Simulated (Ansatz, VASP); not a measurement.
## Li2Se in VASP and in Ansatz

Contents of POSCAR:

```
Li2Se
1.0
    0.0000000000      2.9324116461      2.9324116461
    2.9324116461      0.0000000000      2.9324116461
    2.9324116461      2.9324116461      0.0000000000
Se Li
1 2
Direct
    0.0000000000      0.0000000000      0.0000000000
    0.2500000000      0.2500000000      0.2500000000
    0.7500000000      0.7500000000      0.7500000000
```

File INCAR.step1:

```
PREC = Accurate
ENCUT = 830
ISMEAR = 0
SIGMA = 0.01
LREAL = False
LASPH = True
NELM = 120
NBANDS = 13
GGA = PE
ALGO = Normal
EDIFF = 1E-5
LWAVE = True
LCHARG = False
GGA_COMPAT = False
```

The input INCAR.step2:

```
PREC = Accurate
ENCUT = 830
EDIFF = 1E-6
ISMEAR = 0
SIGMA = 0.01
LREAL = False
LASPH = True
NELM = 120
ALGO = Normal
ISIF = 2
LWAVE = False
LCHARG = False
METAGGA = R2SCAN
LMIXTAU = True
NBANDS = 13
ISTART = 1
GGA_COMPAT = False
```

The input KPOINTS:

```
Automatic mesh
0
Gamma
  6 6 6
```

Input for Ansatz:

```yaml
crystal:
  lattice:
    - [0.0, 2.9324116461, 2.9324116461]
    - [2.9324116461, 0.0, 2.9324116461]
    - [2.9324116461, 2.9324116461, 0.0]
  atoms:
    - { symbol: Se, position: [0.0, 0.0, 0.0] }
    - { symbol: Li, position: [0.25, 0.25, 0.25] }
    - { symbol: Li, position: [0.75, 0.75, 0.75] }
kpoints:
  mp_grid: { grid: [6, 6, 6] }
hamiltonian:
  xc: r2scan
scf:
  occupations: { method: fixed }
  n_extra_bands: 4
output:
  forces: true
  stress: true
  eigenvalues: true
```

Alike in both runs: task single point; functional r2SCAN; k mesh 6 × 6 × 6; no spin polarisation.

|  | VASP | Ansatz |
| --- | --- | --- |
| version | VASP 6.6.1 | Ansatz 0.2.0 |
| potentials or method | VASP PAW PBE potentials, release 64 (Se, Li_sv) | plane waves, PAW |
| plane-wave cutoff (eV) | 830 | 500 |
| occupations | gaussian, width 0.01 eV | fixed |
| valence electrons in the cell | 12 | 22 |

VASP gave:

* gap on the k mesh at the Fermi level (eV): 3.41
* pressure (GPa): 2.3

Task: What did Ansatz give for the same quantities?

Result: gap on the k mesh at the Fermi level (eV): 3.43; pressure (GPa): 2.4.

VASP's potentials were made for PBE, not for r2SCAN. VASP's potentials hold 12 valence electrons a cell and Ansatz's 22, so a difference there can come from the potentials and not from the codes.
